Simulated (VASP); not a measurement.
Runs of VASP 6.6.1 on HgTe. The structure is cubic, space group Fm-3m (No. 225). The conventional cell has a = 5.843 Å, b = 5.843 Å, c = 5.843 Å, α = 90.00°, β = 90.00°, γ = 90.00°. Hg (site symmetry m-3m) has 6 Te at 2.92 Å within 3.8 Å. Within 3.8 Å of Te (site symmetry m-3m) lie 6 Hg at 2.92 Å. 

| task | level | potentials or basis | spin | k mesh | smearing | gap on the mesh (eV) | pressure (GPa) |
| --- | --- | --- | --- | --- | --- | --- | --- |
| single point | PBEsol | VASP PAW PBE potentials, release 64 (Hg, Te) | off | 12 × 12 × 12 | fermi-dirac 0.08 eV | none | (a) |
| single point | PBEsol | VASP PAW PBE potentials, release 64 (Hg, Te) | off | 18 × 18 × 18 | fermi-dirac 0.005 eV | none | 6.3 |
| single point | LDA | VASP PAW LDA potentials, release 64 (Hg, Te) | off | 12 × 12 × 12 | fermi-dirac 0.08 eV | none | 4.5 |
| electric field gradients | LDA | VASP PAW LDA potentials, release 64 (Hg, Te) | off | 12 × 12 × 12 | fermi-dirac 0.08 eV | none | 4.5 |
| single point | PBE | VASP PAW PBE potentials, release 64 (Hg, Te) | non-collinear, zero start, SOC | 12 × 12 × 12 | fermi-dirac 0.08 eV | - | 10.5 |
| single point | PBE | VASP PAW PBE potentials, release 64 (Hg, Te) | off | 12 × 12 × 12 | fermi-dirac 0.08 eV | none | 10.7 |

Alike in all rows: cell as given; cutoff (eV) 520.

Q: Estimate the missing entries.

A: (a) 6.4.

Caveats: the cell stands under pressure; spin-orbit coupling is left out, which moves the levels of the heavy elements (at least some runs); the PAW data sets were made with another functional, which shifts forces and pressure a little (at least some runs).

A k mesh can miss the band edges, and rows without SOC leave out spin-orbit coupling on Hg, Te.

A gap of «none» marks levels without a gap at the run's occupations.
